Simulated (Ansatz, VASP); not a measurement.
Given: the input of a run of Ansatz 0.2.0 on CuAu.

The input input.yaml:

```yaml
crystal:
  lattice:
    - [1.4135984423, 0.8161414412, 4.1692857537]
    - [-1.4135984423, 0.8161414412, 4.1692857537]
    - [0.0, -1.6322828824, 4.1692857537]
  atoms:
    - { symbol: Au, position: [0.0, 0.0, 0.0] }
    - { symbol: Cu, position: [0.5, 0.5, 0.5] }
hamiltonian:
  xc: pbesol
  pseudopotentials: { kind: paw }
kpoints:
  mp_grid: { grid: [11, 11, 11] }
scf:
  occupations: { method: fermi_dirac, width: 0.05 }
output:
  forces: true
  stress: true
  eigenvalues: true
```

Potentials or basis: Ansatz PAW.

The run is started by

```sh
$ ansatz run input.yaml --threads 2 --pin off --max-ram 5632MiB --backend cpu --events-out ev --progress --plain --runs-dir out
```

Problem. Translate it to VASP 6.6.1. Potentials there: VASP PAW PBE potentials, release 64 (Au, Cu).

Solution. As run (the cutoff follows the program's own potentials):

The input INCAR:

```
SYSTEM = CuAu
PREC = Accurate
ENCUT = 520
EDIFF = 1E-6
ISMEAR = -1
SIGMA = 0.05
LREAL = .False.
LASPH = .True.
NELM = 100
ALGO = Fast
ISIF = 2
LWAVE = .False.
LCHARG = .True.
GGA = PS
LELF = .True.
LVHAR = .True.
NBANDS = 18
```

File KPOINTS:

```
regular mesh
0
Gamma
  11 11 11
  0 0 0
```

POSCAR

```
CuAu
1.0
    1.4135984423      0.8161414412      4.1692857537
   -1.4135984423      0.8161414412      4.1692857537
    0.0000000000     -1.6322828824      4.1692857537
Au Cu
1 1
Direct
    0.0000000000      0.0000000000      0.0000000000
    0.5000000000      0.5000000000      0.5000000000
```

Potentials or basis: VASP PAW PBE potentials, release 64 (Au, Cu).

The run is started by

```console
$ cat potpaw_PBE.64/Au/POTCAR potpaw_PBE.64/Cu/POTCAR > POTCAR
$ mpirun -np 1 vasp_std > vasp.out
```

Both were run:

|  | VASP | Ansatz | Ansatz less VASP |
| --- | --- | --- | --- |
| gap on the k mesh at the Fermi level (eV) | none | none | - |
| pressure (GPa) | 0.8 | 0.8 | +0.08 |
| traceless stress, the component that is largest in VASP (GPa) | 2.04 | 1.89 | -0.146 |

VASP's potentials were made for PBE, not for PBEsol. A gap of «none» marks a metal or a gap that the smearing closes. VASP's potentials hold 22 valence electrons a cell and Ansatz's 38, so a difference there can come from the potentials and not from the codes.

Neither program's run includes spin-orbit coupling.
